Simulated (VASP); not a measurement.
# C (P6_3/mmc) in VASP: further runs

C is run at these levels: PBE; tasks: single point, relaxation of cell and atoms.

The COD entry that gives the cell may itself be a prediction, so a difference from it is no test against experiment.

All numbers are computed with VASP 6.6.1; they aren't measurements. Logs are shortened: lines on timing, memory, paths and dates and some standing lists are left out, and cuts for length are marked.

### Step 1. The cell of the first run

It takes space group P6_3/mmc (No. 194, hexagonal). Conventional cell: a = 2.570 Å, b = 2.570 Å, c = 12.672 Å, α = 90.00°, β = 90.00°, γ = 120.00°. C (site symmetry 3m) has 4 C at 1.58 to 1.60 Å within 2.1 Å. C (site symmetry 3m) has 4 C at 1.57 to 1.58 Å within 2.1 Å. Within 2.1 Å of C (site symmetry 3m) lie 4 C at 1.58 Å.

### Step 2. Single point, PBE (volume scaled by 1.06, then relaxed in part)

The input, INCAR:

```
PREC = Accurate
ENCUT = 520
EDIFF = 1E-6
ISMEAR = 0
SIGMA = 0.02
LREAL = False
LASPH = True
NELM = 100
ALGO = Normal
ISIF = 2
LWAVE = False
LCHARG = False
GGA = PE
NBANDS = 36
```

The input, KPOINTS:

```
Automatic mesh
0
Gamma
  12 12 2
```

The input, POSCAR:

```
C
1.0
    2.5699913336      0.0000000000      0.0000000000
   -1.2849956668      2.2256777824      0.0000000000
    0.0000000000      0.0000000000     12.6718833468
C
12
Direct
    0.0000000000      0.0000000000      0.1867880591
    0.0000000000      0.0000000000      0.6867880591
    0.0000000000      0.0000000000      0.3132119409
    0.0000000000      0.0000000000      0.8132119409
    0.3333333333      0.6666666667      0.5207550536
    0.6666666667      0.3333333333      0.0207550536
    0.3333333333      0.6666666667      0.9792449464
    0.6666666667      0.3333333333      0.4792449464
    0.3333333333      0.6666666667      0.6450907780
    0.6666666667      0.3333333333      0.1450907780
    0.3333333333      0.6666666667      0.8549092220
    0.6666666667      0.3333333333      0.3549092220
```

Potentials or basis: VASP PAW PBE potentials, release 64 (C).

On the command line:

```bash
cat potpaw_PBE.64/C/POTCAR > POTCAR
mpirun -np 1 vasp_std > vasp.out
```

OUTCAR:

```text
PREC = Accurate
   ENCUT = 520
   EDIFF = 1E-6
   ISMEAR = 0
   LREAL = False
   LASPH = True
   NELM = 100
   ISIF = 2
   GGA = PE

 ion  position               nearest neighbor table
   1  0.000  0.000  0.187-  10 1.58  10 1.58  10 1.58   3 1.60
   2  0.000  0.000  0.687-   9 1.58   9 1.58   9 1.58   4 1.60
   3  0.000  0.000  0.313-  12 1.58  12 1.58  12 1.58   1 1.60
   4  0.000  0.000  0.813-  11 1.58  11 1.58  11 1.58   2 1.60
   5  0.333  0.667  0.521-   8 1.57   8 1.57   8 1.57   9 1.58
   6  0.667  0.333  0.021-   7 1.57   7 1.57   7 1.57  10 1.58
   7  0.333  0.667  0.979-   6 1.57   6 1.57   6 1.57  11 1.58
   8  0.667  0.333  0.479-   5 1.57   5 1.57   5 1.57  12 1.58
   9  0.333  0.667  0.645-   2 1.58   2 1.58   2 1.58   5 1.58
  10  0.667  0.333  0.145-   1 1.58   1 1.58   1 1.58   6 1.58
  11  0.333  0.667  0.855-   4 1.58   4 1.58   4 1.58   7 1.58
  12  0.667  0.333  0.355-   3 1.58   3 1.58   3 1.58   8 1.58

  LATTYP: Found a hexagonal cell.
 ALAT       =     2.5699913336
 C/A-ratio  =     4.9307105363

  Lattice vectors:

 A1 = (   2.5699913336,   0.0000000000,   0.0000000000)
 A2 = (  -1.2849956668,   2.2256777824,   0.0000000000)
 A3 = (   0.0000000000,   0.0000000000,  12.6718833468)

Analysis of symmetry for initial positions (statically):
=====================================================================
 Subroutine PRICEL returns:
 Original cell was already a primitive cell.

 Routine SETGRP: Setting up the symmetry group for a
 hexagonal supercell.

 Subroutine GETGRP returns: Found 24 space group operations
 (whereof 12 operations were pure point group operations)
 out of a pool of 24 trial point group operations.

The static configuration has the point symmetry D_3d.
 The point group associated with its full space group is D_6h.

Analysis of symmetry for dynamics (positions and initial velocities):
=====================================================================
 Subroutine PRICEL returns:
 Original cell was already a primitive cell.

 Routine SETGRP: Setting up the symmetry group for a
 hexagonal supercell.

 Subroutine GETGRP returns: Found 24 space group operations
 (whereof 12 operations were pure point group operations)
 out of a pool of 24 trial point group operations.

The dynamic configuration has the point symmetry D_3d.
 The point group associated with its full space group is D_6h.

 Subroutine INISYM returns: Found 24 space group operations
 (whereof 12 operations are pure point group operations),
 and found     1 'primitive' translations

----------------------------------------------------------------------------------------

                                     Primitive cell

  volume of cell :      72.4828

  direct lattice vectors                    reciprocal lattice vectors
     2.569991334  0.000000000  0.000000000     0.389106370  0.224650668  0.000000000
    -1.284995667  2.225677782  0.000000000     0.000000000  0.449301335  0.000000000
     0.000000000  0.000000000 12.671883347     0.000000000  0.000000000  0.078914868

  length of vectors
     2.569991334  2.569991334 12.671883347     0.449301335  0.449301335  0.078914868

  position of ions in fractional coordinates (direct lattice)
     0.000000000  0.000000000  0.186788059
     0.000000000  0.000000000  0.686788059
     0.000000000  0.000000000  0.313211941
     0.000000000  0.000000000  0.813211941
     0.333333333  0.666666667  0.520755054
     0.666666667  0.333333333  0.020755054
     0.333333333  0.666666667  0.979244946
     0.666666667  0.333333333  0.479244946
     0.333333333  0.666666667  0.645090778
     0.666666667  0.333333333  0.145090778
     0.333333333  0.666666667  0.854909222
     0.666666667  0.333333333  0.354909222

  ion indices of the primitive-cell ions
   primitive index   ion index
                 1           1
                 2           2
                 3           3
                 4           4
                 5           5
                 6           6
                 7           7
                 8           8
                 9           9
                10          10
                11          11
                12          12

----------------------------------------------------------------------------------------

 KPOINTS: Automatic mesh

Automatic generation of k-mesh.
 Grid dimensions read from file:
 generate k-points for:   12   12    2

 Generating k-lattice:

  Cartesian coordinates                     Fractional coordinates (reciprocal lattice)
     0.032425531  0.018720889  0.000000000     0.083333333  0.000000000  0.000000000
     0.000000000  0.037441778  0.000000000     0.000000000  0.083333333  0.000000000
     0.000000000  0.000000000  0.039457434     0.000000000  0.000000000  0.500000000

  Length of vectors
     0.037441778  0.037441778  0.039457434

  Shift w.r.t. Gamma in fractional coordinates (k-lattice)
     0.000000000  0.000000000  0.000000000

[... 81 lines left out ...]

  energy without entropy =     -108.75990581  energy(sigma->0) =     -108.75990581

 E-fermi :   9.0446     XC(G=0): -12.9360

 val. band max:        8.9137399746   @ k =   0.0000   0.0000   0.0000
 cond. band min:      13.2022825740   @ k =   0.3333   0.0000   0.0000
 fundamental gap:      4.2885425994
 Fermi energy:         9.0445650463

 k-point     1 :       0.0000    0.0000    0.0000
  band No.  band energies     occupation
      1     -11.8195      2.00000
      2     -11.1310      2.00000
      3     -11.0506      2.00000
      4      -8.9972      2.00000
      5      -8.9307      2.00000
      6      -6.4628      2.00000
[... 28 lines left out ...]
     35      16.6351      0.00000
     36      16.6590      0.00000

 k-point     2 :       0.0833   -0.0000    0.0000
  band No.  band energies     occupation
      1     -11.6552      2.00000
      2     -10.9677      2.00000
      3     -10.8878      2.00000
      4      -8.8386      2.00000
      5      -8.7727      2.00000
      6      -6.3154      2.00000
[... 28 lines left out ...]
     35      16.9495      0.00000
     36      17.0918      0.00000

 k-point     3 :       0.1667   -0.0000    0.0000
  band No.  band energies     occupation
      1     -11.1645      2.00000
      2     -10.4802      2.00000
      3     -10.4018      2.00000
      4      -8.3656      2.00000
      5      -8.3021      2.00000
      6      -5.8755      2.00000
[... 28 lines left out ...]
     35      17.1954      0.00000
     36      18.1670      0.00000

 k-point     4 :       0.2500    0.0000    0.0000
  band No.  band energies     occupation
      1     -10.3542      2.00000
      2      -9.6756      2.00000
      3      -9.6006      2.00000
      4      -7.5880      2.00000
      5      -7.5299      2.00000
      6      -5.1530      2.00000
[... 28 lines left out ...]
     35      17.8270      0.00000
     36      18.8143      0.00000

 k-point     5 :       0.3333    0.0000    0.0000
  band No.  band energies     occupation
      1      -9.2407      2.00000
      2      -8.5712      2.00000
      3      -8.5052      2.00000
      4      -6.5342      2.00000
      5      -6.4917      2.00000
      6      -4.1842      2.00000
[... 655 lines left out ...]
 k-point    22 :       0.1667   -0.0000    0.5000
  band No.  band energies     occupation
      1     -10.9835      2.00000
      2     -10.9835      2.00000
      3      -9.5488      2.00000
      4      -9.5488      2.00000
      5      -6.8869      2.00000
      6      -6.8869      2.00000
[... 28 lines left out ...]
     35      17.7963      0.00000
     36      17.7986      0.00000

 k-point    23 :       0.2500    0.0000    0.5000
  band No.  band energies     occupation
      1     -10.1749      2.00000
      2     -10.1749      2.00000
      3      -8.7563      2.00000
      4      -8.7563      2.00000
      5      -6.1393      2.00000
      6      -6.1393      2.00000
[... 28 lines left out ...]
     35      18.2291      0.00000
     36      18.2292      0.00000

 k-point    24 :       0.3333    0.0000    0.5000
  band No.  band energies     occupation
      1      -9.0645      2.00000
      2      -9.0645      2.00000
      3      -7.6764      2.00000
      4      -7.6764      2.00000
      5      -5.1441      2.00000
      6      -5.1441      2.00000
[... 28 lines left out ...]
     35      17.6391      0.00000
     36      17.6391      0.00000

 [... further k-points ...]
[... 5 lines left out ...]
  --------------------------------------------------------------------------------------
  -------------------------------------------------------------------------------------
  Total      -10.0423444    -10.0423444    -10.0492542      0.0000000      0.0000000      0.0000000
  in kB     -221.9783300   -221.9783300   -222.1310658      0.0000000      0.0000000      0.0000000
  external PRESSURE =    -222.0292419 kB  Pullay stress =       0.0000000 kB

 VOLUME and BASIS-vectors are now :
 -----------------------------------------------------------------------------
  energy-cutoff  :      520.00
  volume of cell :       72.48
      direct lattice vectors                 reciprocal lattice vectors
     2.569991334  0.000000000  0.000000000     0.389106370  0.224650668  0.000000000
    -1.284995667  2.225677782  0.000000000     0.000000000  0.449301335  0.000000000
     0.000000000  0.000000000 12.671883347     0.000000000  0.000000000  0.078914868

 POSITION                                       TOTAL-FORCE (eV/Angst)
 -----------------------------------------------------------------------------------
      0.00000      0.00000      2.36696         0.000000      0.000000      0.004195
      0.00000      0.00000      8.70290        -0.000000      0.000000      0.004195
      0.00000      0.00000      3.96899         0.000000     -0.000000     -0.004195
      0.00000      0.00000     10.30493        -0.000000     -0.000000     -0.004195
     -0.00000      1.48379      6.59895         0.000000     -0.000000      0.000522
      1.28500      0.74189      0.26301        -0.000000      0.000000      0.000522
     -0.00000      1.48379     12.40888         0.000000     -0.000000     -0.000522
      1.28500      0.74189      6.07294        -0.000000      0.000000     -0.000522
     -0.00000      1.48379      8.17452         0.000000      0.000000      0.001645
      1.28500      0.74189      1.83857         0.000000     -0.000000      0.001645
     -0.00000      1.48379     10.83331        -0.000000      0.000000     -0.001645
      1.28500      0.74189      4.49737         0.000000      0.000000     -0.001645
 -----------------------------------------------------------------------------------
    total drift:                                0.000000      0.000000     -0.000000

  FREE ENERGIE OF THE ION-ELECTRON SYSTEM (eV)
  ---------------------------------------------------
  free  energy   TOTEN  =      -108.7599058086 eV

  energy  without entropy=     -108.7599058086  energy(sigma->0) =     -108.75990581
```

Wall time 72 s (1 thread of Intel Xeon 6975P-C, shared host); peak memory 0.21 GiB.

Results:

* Free energy: -108.7599 eV
* Pressure: -22.2 GPa
* Largest force: 0.004 eV/Å
* Band gap on the k mesh: 4.29 eV, indirect (least direct gap 5.25 eV)

Forces on the atoms (eV/Å):
```
C    0.000  0.000  0.004
C    0.000  0.000  0.004
C    0.000  0.000 -0.004
C    0.000  0.000 -0.004
C    0.000  0.000  0.001
C    0.000  0.000  0.001
C    0.000  0.000 -0.001
C    0.000  0.000 -0.001
C    0.000  0.000  0.002
C    0.000  0.000  0.002
C    0.000  0.000 -0.002
C    0.000  0.000 -0.002
```

Caveat: the cell differs from its parent crystal (volume scaled by 1.06, then relaxed in part). A k mesh can miss the band edges.

### Step 3. Single point, PBE (volume scaled by 1.10, then relaxed in part)

The input, INCAR:

```
SYSTEM = C
PREC = Accurate
ENCUT = 520
EDIFF = 1E-6
ISMEAR = 0
SIGMA = 0.02
LREAL = .False.
LASPH = .True.
NELM = 100
ALGO = Normal
ISIF = 2
LWAVE = .False.
LCHARG = .False.
GGA = PE
NBANDS = 36
```

The input, KPOINTS:

```
Automatic mesh
0
Gamma
  12 12 2
  0 0 0
```

The input, POSCAR:

```
C
1.0
    2.6019406900      0.0000000000      0.0000000000
   -1.3009703450      2.2533467367      0.0000000000
    0.0000000000      0.0000000000     12.8291096852
C
12
Direct
    0.0000000000      0.0000000000      0.1867410454
    0.0000000000      0.0000000000      0.6867410454
    0.0000000000      0.0000000000      0.3132589546
    0.0000000000      0.0000000000      0.8132589546
    0.3333333333      0.6666666667      0.5207471425
    0.6666666667      0.3333333333      0.0207471425
    0.3333333333      0.6666666667      0.9792528575
    0.6666666667      0.3333333333      0.4792528575
    0.3333333333      0.6666666667      0.6450890063
    0.6666666667      0.3333333333      0.1450890063
    0.3333333333      0.6666666667      0.8549109937
    0.6666666667      0.3333333333      0.3549109937
```

Potentials or basis: VASP PAW PBE potentials, release 64 (C).

On the command line:

```bash
cat potpaw_PBE.64/C/POTCAR > POTCAR
mpirun -np 1 vasp_std > vasp.out
```

It took 73 s on 1 thread of Intel Xeon 6975P-C, shared host; peak memory 0.21 GiB.

It converged, with:

| Property | Result |
| --- | --- |
| Free energy | -108.2786 eV |
| Pressure | -34.2 GPa |
| Band gap on the k mesh | 4.19 eV, indirect (least direct gap 5.17 eV) |

Forces on the atoms (eV/Å):
```
C    0.000  0.000  0.002
C    0.000  0.000  0.002
C    0.000  0.000 -0.002
C    0.000  0.000 -0.002
C    0.000  0.000  0.001
C    0.000  0.000  0.001
C    0.000  0.000 -0.001
C    0.000  0.000 -0.001
C    0.000  0.000  0.001
C    0.000  0.000  0.001
C    0.000  0.000 -0.001
C    0.000  0.000 -0.001
```

Levels at points of the mesh, in eV from the valence-band top:
```csv
k point,band 21,band 22,band 23,band 24,band 25,band 26,band 27,band 28
"(0.00, 0.00, 0.00)",-0.88,-0.10,0.00,0.00,5.17,5.17,5.24,6.17
"(0.50, 0.00, 0.00)",-3.69,-3.64,-3.25,-2.65,4.39,4.96,5.04,5.33
"(0.00, 0.00, 0.50)",-0.28,-0.28,-0.28,-0.28,5.51,5.51,5.51,5.51
"(0.50, 0.00, 0.50)",-3.42,-3.42,-2.95,-2.95,4.56,4.56,5.49,5.49
```

Caveat: the cell differs from its parent crystal (volume scaled by 1.10, then relaxed in part). A k mesh can miss the band edges.

### Step 4. Relaxation of cell and atoms, PBE

This run uses another cell than the first one, of 5.67 Å³/atom, 0.939 times its volume.

The input, INCAR:

```
SYSTEM = C
  PREC = Accurate
  ENCUT = 600
  EDIFF = 1E-7
  ISMEAR = 0
  SIGMA = 0.02
  LREAL = .False.
  LASPH = .True.
  NELM = 80
  ALGO = Normal
  ISIF = 3
  LWAVE = .False.
  LCHARG = .False.
  GGA = PE
  IBRION = 2
  NSW = 100
  EDIFFG = -0.005
```

The input, KPOINTS:

```
regular mesh
0
Gamma
  12 12 2
  0 0 0
```

The input, POSCAR:

```
C
1.0
    2.5220988435      0.0000000000      0.0000000000
   -1.2610494217      2.1842016693      0.0000000000
    0.0000000000      0.0000000000     12.3557000000
C
12
Direct
    0.0000000000      0.0000000000      0.1875000000
    0.0000000000      0.0000000000      0.6875000000
    0.0000000000      0.0000000000      0.3125000000
    0.0000000000      0.0000000000      0.8125000000
    0.3333333333      0.6666666667      0.5208300000
    0.6666666667      0.3333333333      0.0208300000
    0.3333333333      0.6666666667      0.9791700000
    0.6666666667      0.3333333333      0.4791700000
    0.3333333333      0.6666666667      0.6458300000
    0.6666666667      0.3333333333      0.1458300000
    0.3333333333      0.6666666667      0.8541700000
    0.6666666667      0.3333333333      0.3541700000
```

On the command line:

```bash
cat potpaw_PBE.64/C/POTCAR > POTCAR
mpirun -np 1 vasp_std > vasp.out
```

Wall time 15 min (1 thread of AMD EPYC 7R13, shared host); peak memory 0.19 GiB.

The run converged. Its results:

* Free energy: -109.0708 eV
* Relaxed volume: 5.70 Å³/atom
* Relaxed cell: a = 2.520 Å, b = 2.520 Å, c = 12.429 Å, α = 90.00°, β = 90.00°, γ = 120.00°
* Space group after relaxing (to 0.05 Å): P6_3/mmc (No. 194)
* Energy gained by relaxing: 1.7 meV/atom
* Ionic steps: 7
* Pressure after relaxing: 0.0 GPa
* Band gap on the k mesh: 4.44 eV, indirect (least direct gap 5.38 eV)

The path:
```csv
step,energy change (eV),largest force (eV/Å),pressure (GPa),volume (Å³)
1,0.0000,0.3318,2.07,68.06
2,0.0008,0.3512,-2.42,68.79
3,-0.0195,0.0893,-0.22,68.42
4,-0.0185,0.1637,0.03,68.37
5,-0.0200,0.0151,-0.13,68.40
6,-0.0200,0.0064,0.11,68.36
7,-0.0200,0.0015,0.02,68.38
```

Final structure:
```xyz
12
Lattice="2.5204 0.0000 0.0000 -1.2602 2.1828 0.0000 0.0000 0.0000 12.4287" Properties=species:S:1:pos:R:3 pbc="T T T"
C     0.0000    0.0000    2.3225
C     0.0000    0.0000    8.5369
C     0.0000    0.0000    3.8918
C     0.0000    0.0000   10.1062
C     0.0000    1.4552    6.4725
C     1.2602    0.7276    0.2581
C     0.0000    1.4552   12.1706
C     1.2602    0.7276    5.9562
C     0.0000    1.4552    8.0177
C     1.2602    0.7276    1.8034
C     0.0000    1.4552   10.6253
C     1.2602    0.7276    4.4110
```

Levels at points of the mesh, in eV from the valence-band top:
| k point | band 20 | band 21 | band 22 | band 23 | band 24 | band 25 | band 26 | band 27 | band 28 | band 29 |
| --- | --- | --- | --- | --- | --- | --- | --- | --- | --- | --- |
| (0.00, 0.00, 0.00) | -0.97 | -0.97 | -0.15 | 0.00 | 0.00 | 5.38 | 5.38 | 5.50 | 6.46 | 6.46 |
| (0.50, 0.00, 0.00) | -4.37 | -4.06 | -4.01 | -3.60 | -2.90 | 4.61 | 5.21 | 5.27 | 5.59 | 6.67 |
| (0.00, 0.00, 0.50) | -1.37 | -0.32 | -0.32 | -0.32 | -0.32 | 5.76 | 5.76 | 5.76 | 5.76 | 6.19 |
| (0.50, 0.00, 0.50) | -4.92 | -3.76 | -3.76 | -3.24 | -3.24 | 4.78 | 4.78 | 5.82 | 5.82 | 6.03 |

### Step 5. Overview

```csv
task,cell,cutoff (eV),gap on the mesh (eV),pressure (GPa)
single point,"a = 2.570, b = 2.570, c = 12.672 Å, angles 90.0, 90.0, 120.0°, 12 atoms",520,4.29,-22.2
single point,"a = 2.602, b = 2.602, c = 12.829 Å, angles 90.0, 90.0, 120.0°, 12 atoms",520,4.19,-34.2
relaxation of cell and atoms,"relaxed from a = 2.522, b = 2.522, c = 12.356 Å, angles 90.0, 90.0, 120.0°, 12 atoms",600,4.44,0.0
```

Alike in all rows: level PBE; potentials or basis VASP PAW PBE potentials, release 64 (C); no spin polarisation; k mesh 12 × 12 × 2; smearing gaussian 0.02 eV.

Total energies depend on the potentials used, so only differences within one code and one set of settings carry meaning.
